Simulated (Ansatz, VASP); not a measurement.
BPd4 in VASP and in Ansatz

```xyz
5
Lattice="5.4520 0.0000 0.0000 -2.7260 4.7216 0.0000 0.0000 0.0000 2.7662" Properties=species:S:1:pos:R:3 pbc="T T T"
B     2.7260    1.5739    2.9389
Pd    1.3391    2.3746    1.5558
Pd    2.7260   -0.0276    1.5558
Pd    4.1129    2.3746    1.5558
Pd    0.0000    0.0000    0.1729
```

Alike in both runs: functional PBE; k mesh 6 × 6 × 4; occupations gaussian, width 0.1 eV; no spin polarisation.

Ansatz relaxed the structure, and its values are those at the end. VASP's run is a single point on that final structure, the one shown.

|  | VASP | Ansatz |
| --- | --- | --- |
| version | VASP 6.6.1 | Ansatz 0.2.0 |
| potentials or method | VASP PAW PBE potentials, release 64 (B, Pd), cutoff 520 eV | scalar-relativistic, plane waves, PAW |
| valence electrons in the cell | 43 | 75 |

|  | VASP | Ansatz | Ansatz less VASP |
| --- | --- | --- | --- |
| gap on the k mesh at the Fermi level (eV) | none | none | - |
| pressure (GPa) | 0.0 | 0.0 | 0.00 |
| rms of the force components (eV/Å) | 0.016 | 0.001 | -0.0158 |

A gap of «none» marks a metal or a gap that the smearing closes. VASP's potentials hold 43 valence electrons a cell and Ansatz's 75, so a difference there can come from the potentials and not from the codes.

The k mesh is coarse, so the values compare programs but aren't converged.
